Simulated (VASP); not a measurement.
Wanted: the native input for a VASP 6.6.1 run.

- Task: relaxation of cell and atoms
- Functional: LDA
- Potentials or basis: VASP PAW LDA potentials, release 64 (Bi_d)
- Cutoff: 500 eV
- k mesh: 10 × 10 × 10
- Occupations: fermi-dirac, width 0.1 eV
- Spin: no spin polarisation
- Dipole correction: no
- Further INCAR settings: ALGO = Normal; EDIFF = 1e-07; IBRION = 2; EDIFFG = -0.03; NSW = 80; ISIF = 3

The structure of Bi lies in POSCAR:

```
Bi
1.0
    2.2675000000      1.3091417354      3.9380000000
   -2.2675000000      1.3091417354      3.9380000000
    0.0000000000     -2.6182834708      3.9380000000
Bi
2
Direct
    0.2340003333      0.2340003333      0.2340003333
    0.7659996667      0.7659996667      0.7659996667
```

One way to write it, as run:

INCAR

```
SYSTEM = Bi
PREC = Accurate ; ENCUT = 500
EDIFF = 1E-7 ; ISMEAR = -1
SIGMA = 0.1 ; LREAL = .False.
LASPH = .True. ; NELM = 120
ALGO = Normal ; ISIF = 3
LWAVE = .False. ; LCHARG = .False.
IBRION = 2 ; NSW = 80
EDIFFG = -0.03 ; GGA_COMPAT = .False.
NELMIN = 4
```

KPOINTS

```
Automatic mesh
0
Gamma
  10 10 10
  0 0 0
```

Potentials or basis: VASP PAW LDA potentials, release 64 (Bi_d).

Run with:

```console
$ cat potpaw_LDA.64/Bi_d/POTCAR > POTCAR
$ mpirun -np 1 vasp_std > vasp.out
```

Results of the run:

```json
{"Relaxed volume": "33.55 Å³/atom", "Relaxed cell": "a = 4.628 Å, b = 4.628 Å, c = 4.628 Å, α = 58.14°, β = 58.14°, γ = 58.14°", "Space group after relaxing (to 0.1 Å)": "R-3m (No. 166)", "Energy gained by relaxing": "9.1 meV/atom", "Ionic steps": "9", "Pressure after relaxing": "0.0 GPa", "Largest force after relaxing": "0.005 eV/Å", "Band gap on the k mesh": "zero (bands 15 and 16 overlap by 0.15 eV)"}
```

Caveat: spin-orbit coupling is left out, which moves the levels of the heavy elements.

Wall time 19 min on 1 thread of Intel Xeon 8259CL, with other jobs on the host, peak memory 0.26 GiB.
